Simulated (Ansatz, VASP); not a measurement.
# Two plane-wave programs on C

```
CELL_PARAMETERS angstrom
-2.45766 0.00000 0.00000
0.00000 0.00000 -3.52948
0.00000 -4.25679 0.00000
ATOMIC_POSITIONS crystal
C 0.50000 0.00000 0.18429
C 0.00000 0.00000 0.67724
C 0.00000 0.00000 0.31571
C 0.50000 0.00000 0.82276
```

Change from the starting cell: mode 8 frozen in at -0.015 Å and mode 12 at -0.060 Å (largest displacements).

Alike in both runs: task single point; functional PBEsol; dispersion D3(BJ); k mesh 18 × 12 × 10; occupations gaussian, width 0.15 eV; no spin polarisation.

|  | VASP | Ansatz |
| --- | --- | --- |
| version | VASP 6.6.1 | Ansatz 0.2.0 |
| potentials or method | VASP PAW PBE potentials, release 64 (C), cutoff 600 eV | scalar-relativistic, plane waves, PAW |
| valence electrons in the cell | 16 | 16 |

```tsv
	VASP	Ansatz	Ansatz less VASP
gap on the k mesh at the Fermi level (eV)	none	none	-
pressure (GPa)	5.9	5.7	-0.21
traceless stress, the component that is largest in VASP (GPa)	15.76	15.26	-0.502
rms of the force components (eV/Å)	3.310	3.302	-0.0087
```

VASP's potentials were made for PBE, not for PBEsol, and Ansatz warns of the same on its side. Atom by atom the forces differ by 0.010 eV/Å (rms over components). A gap of «none» marks a metal or a gap that the smearing closes.
